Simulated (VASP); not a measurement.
Runs of VASP 6.6.1 on Zn2SnO. The structure is that of space group P-6m2 (No. 187), or close to it. The cells are those of the table. The cell was generated, and may not be a known phase.

```tsv
task	cell	k mesh	gap on the mesh (eV)	pressure (GPa)	relaxed volume (Å³/atom)
single point	a = 4.223, b = 4.223, c = 5.504 Å, angles 90.0, 90.0, 120.0°, 4 atoms	12 × 12 × 8	none	0.1	-
relaxation of cell and atoms	relaxed from a = 4.153, b = 4.153, c = 4.934 Å, angles 90.0, 90.0, 120.0°, 4 atoms	6 × 6 × 4	none	0.0	21.32
single point	a = 4.153, b = 4.153, c = 4.934 Å, angles 90.0, 90.0, 120.0°, 4 atoms	6 × 6 × 4	none	9.6	-
single point	a = 4.233, b = 4.233, c = 5.478 Å, angles 90.0, 90.0, 120.0°, 4 atoms	6 × 6 × 4	none	(a)	-
relaxation of cell and atoms	relaxed from a = 4.233, b = 4.233, c = 5.478 Å, angles 90.0, 90.0, 120.0°, 4 atoms	12 × 12 × 8	none	0.1	21.25
```

Alike in all rows: level PBE; potentials or basis VASP PAW PBE potentials, release 64 (Zn, Sn_d, O); no spin polarisation; cutoff (eV) 600; smearing gaussian 0.1 eV.

Q: Estimate the missing entries.

A: (a) 0.2.

Caveats: spin-orbit coupling is left out, which moves the levels of the heavy elements; the volume moved by over 15 % at a fixed basis, so the end points are rough (at least some runs); the stress differs along the axes, from 7 to 15 GPa (at least some runs).

A k mesh can miss the band edges, and the runs leave out spin-orbit coupling on Sn.

A gap of «none» marks levels without a gap at the run's occupations.
